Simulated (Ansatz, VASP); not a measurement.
One calculation of C, two programs

File POSCAR:

```
C
1.0
    2.5098396852      0.0000000000      0.0000000000
   -1.2549198426      2.1735849268      0.0000000000
    0.0000000000      0.0000000000      8.4873327404
C
8
Direct
    0.0000000000      0.0000000000      0.0929334757
    0.0000000000      0.0000000000      0.5929334757
    0.0000000000      0.0000000000      0.4070665243
    0.0000000000      0.0000000000      0.9070665243
    0.3333333333      0.6666666667      0.1554962089
    0.6666666667      0.3333333333      0.6554962089
    0.3333333333      0.6666666667      0.3445037911
    0.6666666667      0.3333333333      0.8445037911
```

File INCAR.step1:

```
PREC = Accurate
ENCUT = 520
ISMEAR = 0
SIGMA = 0.05
LREAL = F
LASPH = T
NELM = 80
NBANDS = 26
GGA = PE
ALGO = Normal
EDIFF = 1E-4
LWAVE = T
LCHARG = F
```

Contents of INCAR.step2:

```
PREC = Accurate
ENCUT = 520
EDIFF = 1E-6
ISMEAR = 0
SIGMA = 0.05
LREAL = F
LASPH = T
NELM = 80
ALGO = Normal
ISIF = 2
LWAVE = F
LCHARG = F
METAGGA = R2SCAN
LMIXTAU = T
NBANDS = 26
ISTART = 1
```

The input KPOINTS:

```
regular mesh
0
Gamma
  12 12 4
```

Input for Ansatz:

```yaml
crystal:
  lattice:
    - [2.5098396852, 0.0, 0.0]
    - [-1.2549198426, 2.1735849268, 0.0]
    - [0.0, 0.0, 8.4873327404]
  atoms:
    - { symbol: C, position: [0.0, 0.0, 0.0929334757] }
    - { symbol: C, position: [0.0, 0.0, 0.5929334757] }
    - { symbol: C, position: [0.0, 0.0, 0.4070665243] }
    - { symbol: C, position: [0.0, 0.0, 0.9070665243] }
    - { symbol: C, position: [0.3333333333, 0.6666666667, 0.1554962089] }
    - { symbol: C, position: [0.6666666667, 0.3333333333, 0.6554962089] }
    - { symbol: C, position: [0.3333333333, 0.6666666667, 0.3445037911] }
    - { symbol: C, position: [0.6666666667, 0.3333333333, 0.8445037911] }
basis:
  ecutwfc: 500
kpoints:
  mp_grid: { grid: [12, 12, 4] }
hamiltonian:
  xc: r2scan
scf:
  occupations: { method: gaussian, width: 0.05 }
output:
  forces: true
  stress: true
  eigenvalues: true
```

Change from the starting cell: strain +0.000 along x and y, +0.025 along z, atoms carried along.

Alike in both runs: task single point; functional r2SCAN; k mesh 12 × 12 × 4; occupations gaussian, width 0.05 eV; no spin polarisation.

|  | VASP | Ansatz |
| --- | --- | --- |
| version | VASP 6.6.1 | Ansatz 0.2.0 |
| potentials or method | VASP PAW PBE potentials, release 64 (C), cutoff 520 eV | scalar-relativistic, plane waves, PAW |
| valence electrons in the cell | 32 | 32 |

Ansatz gave:

| Quantity | Value |
| --- | --- |
| gap on the k mesh at the Fermi level (eV) | 4.94 |
| least direct gap on the mesh (eV) | 5.07 |
| pressure (GPa) | -10.3 |
| traceless stress, the component that is largest in VASP (GPa) | -19.23 |
| rms of the force components (eV/Å) | 0.033 |

Problem. What did VASP give for the same quantities?

Solution. gap on the k mesh at the Fermi level (eV): 4.92; least direct gap on the mesh (eV): 5.03; pressure (GPa): -9.3; traceless stress, the component that is largest in VASP (GPa): -19.37; rms of the force components (eV/Å): 0.025.

VASP's potentials were made for PBE, not for r2SCAN. Atom by atom the forces differ by 0.008 eV/Å (rms over components). The functional is the same, so the differences come from potentials, cutoffs and numerics.
